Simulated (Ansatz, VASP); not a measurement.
Si2Bi2S: VASP beside Ansatz

```
CELL_PARAMETERS angstrom
4.21681 0.00000 0.00000
-2.10841 3.65187 0.00000
0.00000 0.00000 7.36372
ATOMIC_POSITIONS crystal
Si 0.00000 0.00000 0.85848
Si 0.00000 0.00000 0.14152
Bi 0.33333 0.66667 0.00000
Bi 0.00000 0.00000 0.50000
S 0.66667 0.33333 0.00000
```

Alike in both runs: task single point; functional PBE; k mesh 6 × 6 × 4; occupations gaussian, width 0.1 eV; no spin polarisation.

|  | VASP | Ansatz |
| --- | --- | --- |
| version | VASP 6.6.1 | Ansatz 0.2.0 |
| potentials or method | VASP PAW PBE potentials, release 64 (Si, Bi_d, S), cutoff 520 eV | scalar-relativistic, plane waves, PAW |
| valence electrons in the cell | 44 | 44 |

VASP gave:

| Item | Value |
| --- | --- |
| gap on the k mesh at the Fermi level (eV) | none |
| rms of the force components (eV/Å) | 1.635 |

Q: Which values does Ansatz return?

A: gap on the k mesh at the Fermi level (eV): none; rms of the force components (eV/Å): 1.647.

Atom by atom the forces differ by 0.012 eV/Å (rms over components). A gap of «none» marks a metal or a gap that the smearing closes. With one functional, cell and mesh, what is left measures potentials, basis and numerics.

Spin-orbit coupling is off throughout.
